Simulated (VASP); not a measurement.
# Si2Ni (P4/mmm) in VASP: further runs

The runs below take Si2Ni through single point, with PBE.

Everything below comes from runs of VASP 6.6.1. Logs are shortened: lines on timing, memory, paths and dates and some standing lists are left out, and cuts for length are marked.

## Step 1: The cell of the first run

The structure is tetragonal, space group P4/mmm (No. 123). The conventional cell has a = 3.529 Å, b = 3.529 Å, c = 3.349 Å, α = 90.00°, β = 90.00°, γ = 90.00°. Within 3.2 Å of Si (site symmetry mmm) lie 4 Ni at 2.43 Å and 4 Si at 2.50 Å. Within 3.2 Å of Ni (site symmetry 4/mmm) lie 8 Si at 2.43 Å.

## Step 2: Single point, PBE

The input, INCAR:

```
SYSTEM = Si2Ni
  PREC = Accurate
  ENCUT = 520
  EDIFF = 1E-6
  ISMEAR = 0
  SIGMA = 0.1
  LREAL = .False.
  LASPH = .True.
  NELM = 100
  ALGO = Normal
  ISIF = 2
  LWAVE = .False.
  LCHARG = .False.
  GGA = PE
  NBANDS = 16
```

The input, KPOINTS:

```
Automatic mesh
0
Gamma
  6 6 6
  0 0 0
```

The input, POSCAR:

```
Si2Ni
1.0
    3.5294645363      0.0000000000      0.0000000000
    0.0000000000      3.5294645363      0.0000000000
    0.0000000000      0.0000000000      3.3487271827
Si Ni
2 1
Direct
    0.0000000000      0.5000000000      0.5000000000
    0.5000000000      0.0000000000      0.5000000000
    0.0000000000      0.0000000000      0.0000000000
```

Potentials or basis: VASP PAW PBE potentials, release 64 (Si, Ni).

Command:

```bash
$ cat potpaw_PBE.64/Si/POTCAR potpaw_PBE.64/Ni/POTCAR > POTCAR
$ mpirun -np 1 vasp_std > vasp.out
```

OUTCAR:

```text
SYSTEM = Si2Ni
   PREC = Accurate
   ENCUT = 520
   EDIFF = 1E-6
   ISMEAR = 0
   LREAL = .False.
   LASPH = .True.
   NELM = 100
   ISIF = 2
   GGA = PE

 ion  position               nearest neighbor table
   1  0.000  0.500  0.500-   3 2.43   3 2.43   3 2.43   3 2.43   2 2.50   2 2.50   2 2.50   2 2.50

   2  0.500  0.000  0.500-   3 2.43   3 2.43   3 2.43   3 2.43   1 2.50   1 2.50   1 2.50   1 2.50

   3  0.000  0.000  0.000-   1 2.43   2 2.43   1 2.43   2 2.43   1 2.43   1 2.43   2 2.43   2 2.43

  LATTYP: Found a simple tetragonal cell.
 ALAT       =     3.5294645363
 C/A-ratio  =     0.9487918488

  Lattice vectors:

 A1 = (   3.5294645363,   0.0000000000,   0.0000000000)
 A2 = (   0.0000000000,   3.5294645363,   0.0000000000)
 A3 = (   0.0000000000,   0.0000000000,   3.3487271827)

Analysis of symmetry for initial positions (statically):
=====================================================================
 Subroutine PRICEL returns:
 Original cell was already a primitive cell.

 Routine SETGRP: Setting up the symmetry group for a
 simple tetragonal supercell.

 Subroutine GETGRP returns: Found 16 space group operations
 (whereof 16 operations were pure point group operations)
 out of a pool of 16 trial point group operations.

The static configuration has the point symmetry D_4h.

Analysis of symmetry for dynamics (positions and initial velocities):
=====================================================================
 Subroutine PRICEL returns:
 Original cell was already a primitive cell.

 Routine SETGRP: Setting up the symmetry group for a
 simple tetragonal supercell.

 Subroutine GETGRP returns: Found 16 space group operations
 (whereof 16 operations were pure point group operations)
 out of a pool of 16 trial point group operations.

The dynamic configuration has the point symmetry D_4h.

 Subroutine INISYM returns: Found 16 space group operations
 (whereof 16 operations are pure point group operations),
 and found     1 'primitive' translations

----------------------------------------------------------------------------------------

                                     Primitive cell

  volume of cell :      41.7155

  direct lattice vectors                    reciprocal lattice vectors
     3.529464536  0.000000000  0.000000000     0.283329097  0.000000000  0.000000000
     0.000000000  3.529464536  0.000000000     0.000000000  0.283329097  0.000000000
     0.000000000  0.000000000  3.348727183     0.000000000  0.000000000  0.298620922

  length of vectors
     3.529464536  3.529464536  3.348727183     0.283329097  0.283329097  0.298620922

  position of ions in fractional coordinates (direct lattice)
     0.000000000  0.500000000  0.500000000
     0.500000000  0.000000000  0.500000000
     0.000000000  0.000000000  0.000000000

  ion indices of the primitive-cell ions
   primitive index   ion index
                 1           1
                 2           2
                 3           3

----------------------------------------------------------------------------------------

 KPOINTS: Automatic mesh

Automatic generation of k-mesh.
 Grid dimensions read from file:
 generate k-points for:    6    6    6

 Generating k-lattice:

  Cartesian coordinates                     Fractional coordinates (reciprocal lattice)
     0.047221516  0.000000000  0.000000000     0.166666667  0.000000000  0.000000000
     0.000000000  0.047221516  0.000000000     0.000000000  0.166666667  0.000000000
     0.000000000  0.000000000  0.049770154     0.000000000  0.000000000  0.166666667

  Length of vectors
     0.047221516  0.047221516  0.049770154

  Shift w.r.t. Gamma in fractional coordinates (k-lattice)
     0.000000000  0.000000000  0.000000000

 Subroutine IBZKPT returns following result:
 ===========================================

 Found     40 irreducible k-points:

 Following reciprocal coordinates:
            Coordinates               Weight
  0.000000  0.000000  0.000000      1.000000
  0.166667  0.000000  0.000000      4.000000
  0.333333  0.000000  0.000000      4.000000
  0.500000  0.000000  0.000000      2.000000
  0.166667  0.166667  0.000000      4.000000
  0.333333  0.166667  0.000000      8.000000
[... 16 lines left out ...]
  0.333333  0.000000  0.333333      8.000000
  0.500000  0.000000  0.333333      4.000000
 [... further k-points ...]
   k-points           NKPTS =     40   k-points in BZ     NKDIM =     40   number of bands    NBANDS=     16
   number of dos      NEDOS =    301   number of ions     NIONS =      3
   total plane-waves  NPLWV =  21952
   dimension x,y,z NGX =    28 NGY =   28 NGZ =   28
   dimension x,y,z NGXF=    56 NGYF=   56 NGZF=   56
   ions per type =               2   1
   NGX,Y,Z   is equivalent  to a cutoff of  13.19, 13.19, 13.90 a.u.
   NGXF,Y,Z  is equivalent  to a cutoff of  26.38, 26.38, 27.80 a.u.
 SYSTEM =  Si2Ni
   PREC   = accura    normal or accurate (medium, high low for compatibility)
[... 24 lines left out ...]
  Fermi-wavevector in a.u.,A,eV,Ry     =   1.237086  2.337753 20.822105  1.530382
  Thomas-Fermi vector in A             =   2.371668
   LORBIT       =      0    0 simple, 1 ext, 2 COOP (PROOUT), +10 PAW based schemes
   GGA     = PE    functional components
   LHFCALC =     F    Hartree Fock is set to
   AEXX    =    0.0000 exact exchange contribution
   IVDW    =     0    specifies the selected vdW correction
   LEPSILON=     F    determine dielectric tensor
   LRPA    =     F    only Hartree local field effects (RPA)
 non-spin polarized calculation
 Gauss-broadening in eV      SIGMA  =   0.10
  energy-cutoff  :      520.00
  volume of cell :       41.72
 maximum number of plane-waves:      1148
 NGX is ok and might be reduce to    28

 number of electron      18.0000002 magnetization

 Free energy of the ion-electron system (eV)
  ---------------------------------------------------
  ext. energy  EPLUGINS =         0.00000000
  ---------------------------------------------------
  free energy    TOTEN  =       -16.41559858 eV

  energy without entropy =      -16.41164239  energy(sigma->0) =      -16.41362048

 E-fermi :   9.2037     XC(G=0): -11.3471

 val. band max:        9.1382022109   @ k =   0.0000   0.0000   0.3333
 cond. band min:       9.2587909536   @ k =   0.5000   0.1667   0.1667
 fundamental gap:      0.1205887427
 Fermi energy:         9.2036948610

 k-point     1 :       0.0000    0.0000    0.0000
  band No.  band energies     occupation
      1      -4.0907      2.00000
      2       4.6970      2.00000
      3       5.6217      2.00000
      4       6.3153      2.00000
      5       6.3153      2.00000
      6       6.6171      2.00000
[... 8 lines left out ...]
     15      17.4246      0.00000
     16      17.4878      0.00000

 k-point     2 :       0.1667    0.0000    0.0000
  band No.  band energies     occupation
      1      -3.7712      2.00000
      2       3.3347      2.00000
      3       5.4030      2.00000
      4       6.3524      2.00000
      5       6.3793      2.00000
      6       6.6300      2.00000
[... 8 lines left out ...]
     15      16.3481      0.00000
     16      20.3088      0.00000

 k-point     3 :       0.3333    0.0000    0.0000
  band No.  band energies     occupation
      1      -2.8329      2.00000
      2       0.9575      2.00000
      3       5.5494      2.00000
      4       6.0120      2.00000
      5       6.4459      2.00000
      6       6.6560      2.00000
[... 8 lines left out ...]
     15      16.3679      0.00000
     16      18.4485      0.00000

 k-point     4 :       0.5000    0.0000    0.0000
  band No.  band energies     occupation
      1      -1.6643      2.00000
      2      -0.7445      2.00000
      3       5.6411      2.00000
      4       5.8830      2.00000
      5       6.4588      2.00000
      6       6.6691      2.00000
[... 8 lines left out ...]
     15      15.7695      0.00000
     16      21.5108      0.00000
[... 324 lines left out ...]
 k-point    22 :       0.1667    0.0000    0.3333
  band No.  band energies     occupation
      1      -2.7034      2.00000
      2       3.2625      2.00000
      3       3.7840      2.00000
      4       5.1464      2.00000
      5       5.6574      2.00000
      6       7.0078      2.00000
[... 8 lines left out ...]
     15      16.2326      0.00000
     16      17.1030      0.00000

 k-point    23 :       0.3333    0.0000    0.3333
  band No.  band energies     occupation
      1      -1.7986      2.00000
      2       1.6511      2.00000
      3       4.0941      2.00000
      4       5.4320      2.00000
      5       5.7012      2.00000
      6       6.9552      2.00000
[... 8 lines left out ...]
     15      17.3593      0.00000
     16      17.5266      0.00000

 k-point    24 :       0.5000    0.0000    0.3333
  band No.  band energies     occupation
      1      -0.5312      2.00000
      2      -0.0824      2.00000
      3       4.8987      2.00000
      4       5.3767      2.00000
      5       5.5988      2.00000
      6       6.8571      2.00000
[... 8 lines left out ...]
     15      18.7086      0.00000
     16      18.8884      0.00000

 [... further k-points ...]
[... 5 lines left out ...]
  --------------------------------------------------------------------------------------
  -------------------------------------------------------------------------------------
  Total        0.0221121      0.0221121     -0.0055501      0.0000000      0.0000000      0.0000000
  in kB        0.8492664      0.8492664     -0.2131641      0.0000000      0.0000000      0.0000000
  external PRESSURE =       0.4951229 kB  Pullay stress =       0.0000000 kB

 VOLUME and BASIS-vectors are now :
 -----------------------------------------------------------------------------
  energy-cutoff  :      520.00
  volume of cell :       41.72
      direct lattice vectors                 reciprocal lattice vectors
     3.529464536  0.000000000  0.000000000     0.283329097  0.000000000  0.000000000
     0.000000000  3.529464536  0.000000000     0.000000000  0.283329097  0.000000000
     0.000000000  0.000000000  3.348727183     0.000000000  0.000000000  0.298620922

 POSITION                                       TOTAL-FORCE (eV/Angst)
 -----------------------------------------------------------------------------------
      0.00000      1.76473      1.67436         0.000000      0.000000      0.000000
      1.76473      0.00000      1.67436         0.000000      0.000000      0.000000
      0.00000      0.00000      0.00000         0.000000      0.000000      0.000000
 -----------------------------------------------------------------------------------
    total drift:                               -0.000000     -0.000000     -0.000000

  FREE ENERGIE OF THE ION-ELECTRON SYSTEM (eV)
  ---------------------------------------------------
  free  energy   TOTEN  =       -16.4155985755 eV

  energy  without entropy=      -16.4116423868  energy(sigma->0) =      -16.41362048
```

Wall time 11 s (1 thread of Intel Xeon 6975P-C (Granite Rapids), shared host); peak memory 0.16 GiB.

Results:

```
Free energy            : -16.4156 eV
Pressure               : 0.0 GPa
Band gap on the k mesh : zero (band 9 reaches 10.39 eV, above the bottom of band 10 at 8.65 eV)
```

## Step 3: Single point, PBE, collinear spin, ferromagnetic start

This run uses another cell than the first one, of 13.82 Å³/atom, 0.994 times its volume.

The input, INCAR:

```
ALGO = Normal
EDIFF = 1E-7
ENCUT = 520
GGA = PE
ISIF = 2
ISMEAR = 0
ISPIN = 2
LASPH = True
LCHARG = True
LELF = True
LMAXMIX = 4
LORBIT = 11
LREAL = False
LVHAR = True
LWAVE = False
MAGMOM = 0 0 2
NBANDS = 20
NELM = 150
PREC = Accurate
SIGMA = 0.1
```

The input, KPOINTS:

```
k-points
0
Gamma
  4 4 6
```

The input, POSCAR:

```
Si2Ni
1.0
    3.6569362434      0.0000000000      0.0000000000
    0.0000000000      3.6569362434      0.0000000000
    0.0000000000      0.0000000000      3.1012217363
Si Ni
2 1
Direct
    0.0000000000      0.5000000000      0.5000000000
    0.5000000000      0.0000000000      0.5000000000
    0.0000000000      0.0000000000      0.0000000000
```

Potentials or basis: VASP PAW PBE potentials, release 64 (Si, Ni).

Command:

```bash
$ cat potpaw_PBE.64/Si/POTCAR potpaw_PBE.64/Ni/POTCAR > POTCAR
$ mpirun -np 1 vasp_std > vasp.out
```

Wall time 17 s (1 thread of Intel Xeon 6975P-C (Granite Rapids), shared host); peak memory 0.17 GiB.

The run converged. Its results:

* Free energy: -16.3590 eV
* Pressure: 0.0 GPa
* Band gap on the k mesh: zero (filled and empty bands overlap)
* Net moment: 0.00 μB per cell
* Valence electrons inside the program's atomic spheres: Si 1.58; Ni 9.61

Stress tensor (GPa, compression positive):
```
 0.02  0.00  0.00
 0.00  0.02  0.00
 0.00  0.00 -0.11
```

Levels at points of the mesh, in eV from the Fermi level:
Spin up:
| k point | band 7 | band 8 | band 9 | band 10 | band 11 | band 12 |
| --- | --- | --- | --- | --- | --- | --- |
| (0.00, 0.00, 0.00) | -2.88 | -2.67 | 0.48 | 0.49 | 1.48 | 5.39 |
| (0.50, 0.00, 0.00) | -2.62 | -1.60 | 1.08 | 1.15 | 2.50 | 2.90 |
| (0.50, 0.50, 0.00) | -2.72 | -2.40 | -1.56 | 5.74 | 5.74 | 6.42 |
| (0.00, 0.00, 0.50) | -2.00 | -0.34 | 0.99 | 0.99 | 2.15 | 3.32 |
| (0.50, 0.00, 0.50) | -2.47 | -1.91 | -1.75 | 1.01 | 2.82 | 3.25 |
| (0.50, 0.50, 0.50) | -3.32 | -2.60 | -2.20 | -0.87 | -0.68 | -0.68 |
Spin down:
| k point | band 7 | band 8 | band 9 | band 10 | band 11 | band 12 |
| --- | --- | --- | --- | --- | --- | --- |
| (0.00, 0.00, 0.00) | -2.88 | -2.67 | 0.48 | 0.49 | 1.48 | 5.39 |
| (0.50, 0.00, 0.00) | -2.62 | -1.60 | 1.08 | 1.15 | 2.50 | 2.90 |
| (0.50, 0.50, 0.00) | -2.72 | -2.40 | -1.56 | 5.74 | 5.74 | 6.42 |
| (0.00, 0.00, 0.50) | -2.00 | -0.34 | 0.99 | 0.99 | 2.15 | 3.32 |
| (0.50, 0.00, 0.50) | -2.47 | -1.91 | -1.75 | 1.01 | 2.82 | 3.25 |
| (0.50, 0.50, 0.50) | -3.32 | -2.60 | -2.20 | -0.87 | -0.68 | -0.68 |

Caveat: the k points lie up to 0.43 Å⁻¹ apart; the starting moments collapsed, and a magnetic state may lie lower.

## Step 4: Single point, PBE, collinear spin, ferromagnetic start

This run uses another cell than the first one, of 15.56 Å³/atom, 1.119 times its volume.

INCAR, as its differences from that of step 3:

```diff
@@ -8,4 +8,3 @@
 LASPH = True
-LCHARG = True
-LELF = True
+LCHARG = False
 LMAXMIX = 4
@@ -13,3 +12,2 @@
 LREAL = False
-LVHAR = True
 LWAVE = False
```

KPOINTS is that of step 3.

The input, POSCAR:

```
Si2Ni
1.0
    3.8268352700      0.0000000000      0.0000000000
    0.0000000000      3.8268352700      0.0000000000
    0.0000000000      0.0000000000      3.1876460400
Si Ni
2 1
Direct
    0.0000000000      0.5000000000      0.5000000000
    0.5000000000      0.0000000000      0.5000000000
    0.0000000000      0.0000000000      0.0000000000
```

Command:

```bash
$ cat potpaw_PBE.64/Si/POTCAR potpaw_PBE.64/Ni/POTCAR > POTCAR
$ mpirun -np 1 vasp_std > vasp.out
```

Wall time 17 s (1 thread of Intel Xeon 6975P-C (Granite Rapids), shared host); peak memory 0.18 GiB.

The run converged. Its results:

* Free energy: -16.1455 eV
* Pressure: -11.8 GPa
* Band gap on the k mesh: zero (filled and empty bands overlap)
* Net moment: 0.00 μB per cell
* Valence electrons inside the program's atomic spheres: Si 1.52; Ni 9.38

Stress tensor (GPa, compression positive):
```
-12.28   0.00   0.00
  0.00 -12.28   0.00
  0.00   0.00 -10.81
```

Levels at points of the mesh, in eV from the Fermi level:
Spin up:
```
           k point  band 5  band 6  band 7  band 8  band 9  band 10  band 11  band 12  band 13  band 14
(0.00, 0.00, 0.00)   -3.18   -2.33   -2.33   -2.18    0.11     0.83     1.71     5.52     5.79     5.79
(0.50, 0.00, 0.00)   -2.72   -2.31   -2.17   -1.37    1.07     1.10     2.30     2.63     4.62     6.97
(0.50, 0.50, 0.00)   -2.66   -2.66   -2.27   -2.00   -1.23     5.30     5.30     6.57     7.28     7.28
(0.00, 0.00, 0.50)   -3.56   -2.00   -1.57   -1.19    0.99     0.99     2.59     2.92     3.48     3.48
(0.50, 0.00, 0.50)   -3.80   -2.19   -2.04   -1.48   -1.39     1.10     2.28     3.05     3.64     5.16
(0.50, 0.50, 0.50)   -3.05   -3.05   -2.66   -2.14   -1.80    -0.66    -0.66    -0.57     2.97     9.25
```
Spin down:
| k point | band 7 | band 8 | band 9 | band 10 | band 11 | band 12 |
| --- | --- | --- | --- | --- | --- | --- |
| (0.00, 0.00, 0.00) | -2.33 | -2.18 | 0.11 | 0.83 | 1.71 | 5.52 |
| (0.50, 0.00, 0.00) | -2.17 | -1.37 | 1.07 | 1.10 | 2.30 | 2.63 |
| (0.50, 0.50, 0.00) | -2.27 | -2.00 | -1.23 | 5.30 | 5.30 | 6.57 |
| (0.00, 0.00, 0.50) | -1.57 | -1.19 | 0.99 | 0.99 | 2.59 | 2.92 |
| (0.50, 0.00, 0.50) | -2.04 | -1.48 | -1.39 | 1.10 | 2.28 | 3.05 |
| (0.50, 0.50, 0.50) | -2.66 | -2.14 | -1.80 | -0.66 | -0.66 | -0.57 |

Caveat: the k points lie up to 0.41 Å⁻¹ apart; the starting moments collapsed, and a magnetic state may lie lower.

## Step 5: Single point, PBE

This run uses another cell than the first one: it holds 6 atoms, not 3.

The input, INCAR:

```
PREC     = Accurate       # precision mode
ENCUT    = 520            # plane-wave cutoff, eV
EDIFF    = 1E-6           # SCF threshold, eV
ISMEAR   = 0              # smearing method
SIGMA    = 0.2            # smearing width, eV
LREAL    = False          # projectors in reciprocal space
LASPH    = True           # aspherical terms in the spheres
NELM     = 60             # most SCF steps
ALGO     = Normal         # electronic algorithm
ISIF     = 2              # what is computed and relaxed
LWAVE    = False          # write WAVECAR
LCHARG   = True           # write CHGCAR
GGA      = PE             # functional
LELF     = True           # ELF
LVHAR    = True         
NBANDS   = 27             # bands
```

The input, KPOINTS:

```
regular mesh
0
Gamma
  6 6 4
```

The input, POSCAR:

```
Si2Ni
1.0
    3.5805064632      0.0000000000      0.0000000000
    0.0000000000      3.5805064632      0.0000000000
    0.0000000000      0.0000000000      6.4944337271
Si Ni
4 2
Direct
    1.0000000000      0.5000000000      0.2500000000
    1.0000000000      0.5000000000      0.7500000000
    0.5000000000      0.0000000000      0.2500000000
    0.5000000000      0.0000000000      0.7500000000
    0.0000000000      0.0000000000      0.0000000000
    0.0000000000      0.0000000000      0.5000000000
```

Command:

```bash
$ cat potpaw_PBE.64/Si/POTCAR potpaw_PBE.64/Ni/POTCAR > POTCAR
$ mpirun -np 1 vasp_std > vasp.out
```

Run time: 26 s. Hardware: 1 thread of Intel Xeon 6975P-C (Granite Rapids), shared host; peak memory 0.21 GiB.

The run converged. Its results:

```
Free energy            : -32.8022 eV
Pressure               : -0.1 GPa
Band gap on the k mesh : zero (band 18 reaches 10.49 eV, above the bottom of band 19 at 8.59 eV)
```

Stress tensor (GPa, compression positive):
```
-0.35  0.00  0.00
 0.00 -0.35  0.00
 0.00  0.00  0.44
```

Levels at points of the mesh, in eV from the Fermi level:
| k point | band 15 | band 16 | band 17 | band 18 | band 19 | band 20 | band 21 | band 22 |
| --- | --- | --- | --- | --- | --- | --- | --- | --- |
| (0.00, 0.00, 0.00) | -1.95 | -0.39 | 0.14 | 1.05 | 1.05 | 1.06 | 1.67 | 2.24 |
| (0.50, 0.00, 0.00) | -1.89 | -1.54 | -0.95 | 1.22 | 1.45 | 1.76 | 1.82 | 3.27 |
| (0.50, 0.50, 0.00) | -2.13 | -1.94 | -1.90 | -1.31 | -0.67 | -0.50 | -0.50 | 3.05 |
| (0.00, 0.00, 0.50) | -0.86 | -0.86 | -0.86 | -0.86 | 0.74 | 0.74 | 2.30 | 2.30 |
| (0.50, 0.00, 0.50) | -1.14 | -1.14 | -0.06 | -0.06 | 0.89 | 0.89 | 1.36 | 1.36 |
| (0.50, 0.50, 0.50) | -1.86 | -1.86 | -1.83 | -1.83 | 1.58 | 1.58 | 1.58 | 1.58 |

Spin polarisation is off, so any magnetic state and its effect on volume and gap are missing.
